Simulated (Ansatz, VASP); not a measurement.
**Nb: VASP beside Ansatz**

```
CELL_PARAMETERS angstrom
-1.62311 1.62311 1.62311
1.62311 -1.62311 1.62311
1.62311 1.62311 -1.62311
ATOMIC_POSITIONS crystal
Nb 0.00000 0.00000 0.00000
```

Alike in both runs: task single point; functional LDA; k mesh 14 × 14 × 14; occupations methfessel-paxton of order 1, width 0.03 eV; no spin polarisation.

|  | VASP | Ansatz |
| --- | --- | --- |
| version | VASP 6.6.1 | Ansatz 0.2.0 |
| potentials or method | VASP PAW LDA potentials, release 64 (Nb_sv), cutoff 520 eV | plane waves (420 eV) with PAW, scalar-relativistic |
| valence electrons in the cell | 13 | 13 |

|  | VASP | Ansatz | Ansatz less VASP |
| --- | --- | --- | --- |
| pressure (GPa) | -0.1 | 0.1 | +0.13 |

Ansatz warns that its potentials were made for another functional, while VASP's fit it. LDA's correlation is that of Perdew and Zunger in VASP and of Perdew and Wang (1992) in Ansatz.
